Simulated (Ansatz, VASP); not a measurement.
## TePb in VASP and in Ansatz

Contents of POSCAR:

```
TePb
1.0
    3.7952918304      0.0000000000      0.0000000000
    0.0000000000      3.7952918304      0.0000000000
    0.0000000000      0.0000000000      3.7952918304
Te Pb
1 1
Direct
    0.5000000000      0.5000000000      0.5000000000
    0.0000000000      0.0000000000      0.0000000000
```

File INCAR.step1:

```
SYSTEM = TePb
  ALGO = Normal
  EDIFF = 1E-4
  ENCUT = 520
  GGA = PE
  ISMEAR = 0
  LASPH = .True.
  LCHARG = .False.
  LREAL = .False.
  LWAVE = .True.
  NBANDS = 17
  NELM = 100
  PREC = Accurate
  SIGMA = 0.05
```

The input INCAR.step2:

```
SYSTEM = TePb
  ALGO = Normal
  EDIFF = 1E-7
  ENCUT = 520
  ISIF = 2
  ISMEAR = 0
  ISTART = 1
  IVDW = 12
  LASPH = .True.
  LCHARG = .False.
  LMIXTAU = .True.
  LREAL = .False.
  LWAVE = .False.
  METAGGA = R2SCAN
  NBANDS = 17
  NELM = 100
  PREC = Accurate
  SIGMA = 0.05
  VDW_A1 = 0.49484001
  VDW_A2 = 5.73083694
  VDW_S6 = 1.0
  VDW_S8 = 0.78981345
```

KPOINTS

```
k-points
0
Gamma
  10 10 10
  0 0 0
```

Input for Ansatz:

```yaml
crystal:
  lattice:
    - [3.7952918304, 0.0, 0.0]
    - [0.0, 3.7952918304, 0.0]
    - [0.0, 0.0, 3.7952918304]
  atoms:
    - { symbol: Te, position: [0.5, 0.5, 0.5] }
    - { symbol: Pb, position: [0.0, 0.0, 0.0] }
basis:
  ecutwfc: 500
  ecutrho_ratio: 4
kpoints:
  mp_grid: { grid: [10, 10, 10] }
hamiltonian:
  xc: r2scan
  dispersion: d3bj
scf:
  occupations: { method: gaussian, width: 0.05 }
output:
  forces: true
  stress: true
  eigenvalues: true
```

Alike in both runs: task single point; functional r2SCAN; dispersion D3(BJ); k mesh 10 × 10 × 10; occupations gaussian, width 0.05 eV; no spin polarisation.

```csv
,VASP,Ansatz
version,VASP 6.6.1,Ansatz 0.2.0
potentials or method,"VASP PAW PBE potentials, release 64 (Te, Pb_d), cutoff 520 eV","scalar-relativistic, plane waves, PAW"
valence electrons in the cell,20,30
```

Ansatz gave:

* gap on the k mesh at the Fermi level (eV): none
* pressure (GPa): 7.2

Problem. Estimate VASP's values.

Solution. gap on the k mesh at the Fermi level (eV): none; pressure (GPa): 7.3.

VASP's potentials were made for PBE, not for r2SCAN. A gap of «none» marks a metal or a gap that the smearing closes. VASP's potentials hold 20 valence electrons a cell and Ansatz's 30, so a difference there can come from the potentials and not from the codes. Ansatz's warnings: dispersion damping borrowed.

Spin-orbit coupling is off throughout.
